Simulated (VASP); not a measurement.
Input of a VASP 6.6.1 run:

The input INCAR:

```
SYSTEM = As
  PREC = Accurate
  ENCUT = 520
  EDIFF = 1E-6
  ISMEAR = -1
  SIGMA = 0.05
  LREAL = .False.
  LASPH = .True.
  NELM = 100
  ALGO = Normal
  ISIF = 2
  LWAVE = .False.
  LCHARG = .False.
  GGA = PE
  NBANDS = 8
```

File KPOINTS:

```
Automatic mesh
0
Gamma
  16 16 16
  0 0 0
```

The input POSCAR:

```
As
1.0
   -1.6839816228      1.6839816228      1.6839816228
    1.6839816228     -1.6839816228      1.6839816228
    1.6839816228      1.6839816228     -1.6839816228
As
1
Direct
    0.0000000000      0.0000000000      0.0000000000
```

Potentials or basis: VASP PAW PBE potentials, release 64 (As).

Run with:

```bash
$ cat potpaw_PBE.64/As/POTCAR > POTCAR
$ mpirun -np 1 vasp_std > vasp.out
```

Task: Predict the pressure.

Result: 0.1 GPa.
